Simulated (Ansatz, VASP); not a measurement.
**BN: VASP beside Ansatz**

POSCAR

```
BN
1.0
    0.0000000000      1.5553299331      1.5553299331
    1.5553299331      0.0000000000      1.5553299331
    1.5553299331      1.5553299331      0.0000000000
B N
1 1
Direct
    0.0000000000      0.0000000000      0.0000000000
    0.2500000000      0.2500000000      0.2500000000
```

INCAR.step1

```
SYSTEM = BN
PREC     = Accurate       ! precision mode
ENCUT    = 520            ! plane-wave cutoff, eV
ISMEAR   = -1             ! smearing method
SIGMA    = 0.08           ! smearing width, eV
LREAL    = .False.        ! projectors in reciprocal space
LASPH    = .True.         ! aspherical terms in the spheres
NELM     = 80             ! most SCF steps
NBANDS   = 11             ! bands
GGA      = PE             ! functional
ALGO     = Normal         ! electronic algorithm
EDIFF    = 1E-4           ! SCF threshold, eV
LWAVE    = .True.         ! write WAVECAR
LCHARG   = .False.        ! write CHGCAR
```

Contents of INCAR.step2:

```
SYSTEM = BN
PREC     = Accurate       ! precision mode
ENCUT    = 520            ! plane-wave cutoff, eV
EDIFF    = 1E-6           ! SCF threshold, eV
ISMEAR   = -1             ! smearing method
SIGMA    = 0.08           ! smearing width, eV
LREAL    = .False.        ! projectors in reciprocal space
LASPH    = .True.         ! aspherical terms in the spheres
NELM     = 80             ! most SCF steps
ALGO     = Normal         ! electronic algorithm
ISIF     = 2              ! what is computed and relaxed
LWAVE    = .False.        ! write WAVECAR
LCHARG   = .True.         ! write CHGCAR
METAGGA  = R2SCAN         ! meta-GGA
LMIXTAU  = .True.       
LELF     = .True.         ! ELF
LVHAR    = .True.       
NBANDS   = 11             ! bands
ISTART   = 1
```

File KPOINTS:

```
Automatic mesh
0
Gamma
  15 15 15
  0 0 0
```

Input for Ansatz:

```yaml
crystal:
  lattice:
    - [0.0, 1.5553299331, 1.5553299331]
    - [1.5553299331, 0.0, 1.5553299331]
    - [1.5553299331, 1.5553299331, 0.0]
  atoms:
    - { symbol: B, position: [0.0, 0.0, 0.0] }
    - { symbol: "N", position: [0.25, 0.25, 0.25] }
kpoints:
  mp_grid: { grid: [15, 15, 15] }
  band_path:
    path:
      - [0.0, 0.0, 0.0]
      - [-0.5, -0.5, 0.0]
      - [-0.375, -0.375, 0.25]
      - [-0.375, 0.0, 0.375]
      - [0.0, 0.0, 0.0]
      - [0.0, 0.0, 0.5]
      - [-0.5, -0.25, 0.25]
      - [-0.5, -0.5, 0.0]
    npoints: 8
scf:
  occupations: { method: fermi_dirac, width: 0.08 }
hamiltonian:
  xc: r2scan
  pseudopotentials: { kind: paw }
output:
  forces: true
  stress: true
  eigenvalues: true
  populations: true
  dos: { projected: true, de: 0.2, e_range: [-14, 8] }
  write_density: true
  write_potential: true
  elf: true
  volumetric_format: npy
```

Change from the starting cell: volume scaled by 0.64, PAW files.

Alike in both runs: task single point; functional r2SCAN; k mesh 15 × 15 × 15; occupations fermi-dirac, width 0.08 eV; no spin polarisation.

```csv
,VASP,Ansatz
version,VASP 6.6.1,Ansatz 0.2.0
potentials or method,"VASP PAW PBE potentials, release 64 (B, N)","PAW with Ansatz's default frozen-core files, scalar-relativistic"
plane-wave cutoff (eV),520,500
valence electrons in the cell,8,8
```

VASP gave:

| Property | Result |
| --- | --- |
| gap on the k mesh at the Fermi level (eV) | 5.48 |
| pressure (GPa) | 389.6 |

Task: Which values does Ansatz return?

Result: gap on the k mesh at the Fermi level (eV): 5.55; pressure (GPa): 385.1.

VASP's potentials were made for PBE, not for r2SCAN. Both programs put the cell under a high pressure, so it lies far from rest at this level. The functional is the same, so the differences come from potentials, cutoffs and numerics.

Noted on VASP's run: the cell as given lies far from equilibrium.
